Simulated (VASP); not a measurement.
Runs of VASP 6.6.1 on WS2. The structure is that of space group P-3m1 (No. 164), or close to it. The cells are those of the table. 

```tsv
cell	gap on the mesh (eV)	largest force (eV/Å)
a = 3.097, b = 3.097, c = 21.409 Å, angles 90.0, 90.0, 120.0°, 6 atoms	0.42	4.16
a = 2.939, b = 2.939, c = 24.844 Å, angles 90.0, 90.0, 120.0°, 6 atoms	1.32	0.05
a = 3.188, b = 3.188, c = 22.039 Å, angles 90.0, 90.0, 120.0°, 6 atoms	(b)	1.98
a = 3.019, b = 3.019, c = 23.548 Å, angles 90.0, 90.0, 120.0°, 6 atoms	1.70	1.15
a = 3.104, b = 3.104, c = 24.211 Å, angles 90.0, 90.0, 120.0°, 6 atoms	1.60	0.52
a = 3.021, b = 3.021, c = 24.533 Å, angles 90.0, 90.0, 120.0°, 6 atoms	1.46	0.31
a = 3.101, b = 3.101, c = 22.319 Å, angles 90.0, 90.0, 120.0°, 6 atoms	(a)	2.37
```

Alike in all rows: task single point; level PBEsol; potentials or basis VASP PAW PBE potentials, release 64 (W_sv, S); no spin polarisation; k mesh 12 × 12 × 2; cutoff (eV) 520; smearing gaussian 0.05 eV.

Estimate the missing entries.

(a) 1.10; (b) 0.49.

Caveats: there is no dipole correction, which matters where the two faces differ; the PAW data sets were made with another functional, which shifts forces and pressure a little; spin-orbit coupling is left out, which moves the levels of the heavy elements.

A k mesh can miss the band edges, and the runs leave out spin-orbit coupling on W.
